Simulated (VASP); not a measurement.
A run of VASP 6.6.1:

The input INCAR:

```
SYSTEM = InAs
ALGO = Normal
EDIFF = 1E-6
ENCUT = 520
GGA = PS
ISIF = 2
ISMEAR = -1
LASPH = .True.
LCHARG = .False.
LREAL = .False.
LWAVE = .False.
NBANDS = 16
NELM = 80
PREC = Accurate
SIGMA = 0.05
```

Contents of KPOINTS:

```
k-points
0
Gamma
  6 6 6
  0 0 0
```

POSCAR

```
InAs
1.0
    0.0000000000      3.0964244442      3.0964244442
    3.0964244442      0.0000000000      3.0964244442
    3.0964244442      3.0964244442      0.0000000000
In As
1 1
Direct
    0.0000000000      0.0000000000      0.0000000000
    0.2500000000      0.2500000000      0.2500000000
```

Potentials or basis: VASP PAW PBE potentials, release 64 (In_d, As).

Launch:

```bash
$ cat potpaw_PBE.64/In_d/POTCAR potpaw_PBE.64/As/POTCAR > POTCAR
$ mpirun -np 1 vasp_std > vasp.out
```

Hardware: 1 thread of Intel Xeon 8259CL, on a shared host.

**Question.** How long does it take, and how much memory?

**Answer.** It took 29 s on 1 thread of Intel Xeon 8259CL, on a shared host, peak memory 0.2 GiB. Counts: scf iterations 12, k points 16.
